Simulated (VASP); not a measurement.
# TiW: single point with LDA

TiW:

```xyz
2
Lattice="1.5140 -2.1419 0.0000 1.5140 2.1419 0.0000 0.0000 0.0000 4.2447" Properties=species:S:1:pos:R:3 pbc="T T T"
Ti    0.0000    0.0000    0.0000
W     1.5140    0.0000    2.1224
```

This cell differs from its parent crystal: strain -0.050 along x and y, -0.050 along z.

```
Program                : VASP 6.6.1
Task                   : single point
Functional             : LDA
Potentials or basis    : VASP PAW LDA potentials, release 64 (Ti_sv, W_sv)
Cutoff                 : 520 eV
k mesh                 : 18 × 18 × 12
Occupations            : gaussian, width 0.15 eV
Spin                   : no spin polarisation
Dipole correction      : no
Further INCAR settings : ALGO = Fast; EDIFF = 1e-06; NBANDS = 20
```

```
Pressure               : 28.2 GPa
Band gap on the k mesh : zero (bands 13 and 14 overlap by 3.38 eV)
```

Stress tensor (GPa, compression positive):
```
26.85  0.00  0.00
 0.00 31.97  0.00
 0.00  0.00 25.74
```

Levels at points of the mesh, in eV from the Fermi level:
```tsv
k point	band 9	band 10	band 11	band 12	band 13	band 14	band 15	band 16	band 17	band 18
(0.00, 0.00, 0.00)	-8.11	-4.75	-2.62	0.25	0.41	0.65	2.36	3.39	3.40	3.49
(0.50, 0.00, 0.00)	-4.57	-2.81	-1.95	-1.42	-0.83	0.01	3.08	3.09	4.00	4.53
(0.50, 0.50, 0.00)	-5.61	-4.72	-3.93	-2.13	2.18	3.56	4.24	5.23	5.84	5.94
(0.00, 0.00, 0.50)	-6.72	-4.05	-2.23	-1.02	-0.01	0.41	2.68	2.83	2.90	2.96
(0.50, 0.00, 0.50)	-5.23	-4.77	-2.49	-1.31	2.13	2.33	3.35	3.53	4.10	4.35
(0.50, 0.50, 0.50)	-4.82	-3.35	-2.20	-1.41	0.20	1.31	1.43	2.11	5.29	7.57
```

Run time: 6.6 min on 1 thread of Intel(R) Xeon(R) 6975P-C (Granite Rapids) (shared host), peak memory 0.42 GiB.

Caveat: the cell differs from its parent crystal (strain -0.050 along x and y, -0.050 along z); the cell stands under pressure; spin-orbit coupling is left out, which moves the levels of the heavy elements.
